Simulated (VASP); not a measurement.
## CdF2: single point with r2SCAN

The system is CdF2.

```
Cd F
1.0
     0.00000    2.69410    2.69410
     2.69410    0.00000    2.69410
     2.69410    2.69410    0.00000
Cd F
1 2
Direct
  0.00000 0.00000 0.00000
  0.25000 0.25000 0.25000
  0.75000 0.75000 0.75000
```

| Item | Value |
| --- | --- |
| Program | VASP 6.6.1 |
| Task | single point |
| Functional | r2SCAN |
| Potentials or basis | VASP PAW PBE potentials, release 64 (Cd, F) |
| Cutoff | 520 eV |
| k mesh | 8 × 8 × 8 |
| Occupations | gaussian, width 0.05 eV |
| Spin | no spin polarisation |

```yaml
Pressure: 1.0 GPa
Band_gap_on_the_k_mesh: 3.75 eV (least direct gap 4.25 eV)
```

Levels at points of the mesh, in eV from the valence-band top:
| k point | band 11 | band 12 | band 13 | band 14 | band 15 | band 16 |
| --- | --- | --- | --- | --- | --- | --- |
| (0.00, 0.00, 0.00) | -0.50 | -0.50 | -0.50 | 3.75 | 13.61 | 13.61 |
| (0.50, 0.00, 0.00) | -1.85 | -0.40 | -0.40 | 7.98 | 9.70 | 15.59 |
| (0.50, 0.50, 0.00) | -0.51 | -0.09 | -0.09 | 8.87 | 10.54 | 12.18 |

It took 44 s on 1 thread of Intel(R) Xeon(R) 6975P-C (Granite Rapids), on a shared host, peak memory 0.17 GiB.

Caveat: the PAW data sets were made with another functional, which shifts forces and pressure a little. A k mesh can miss the band edges.
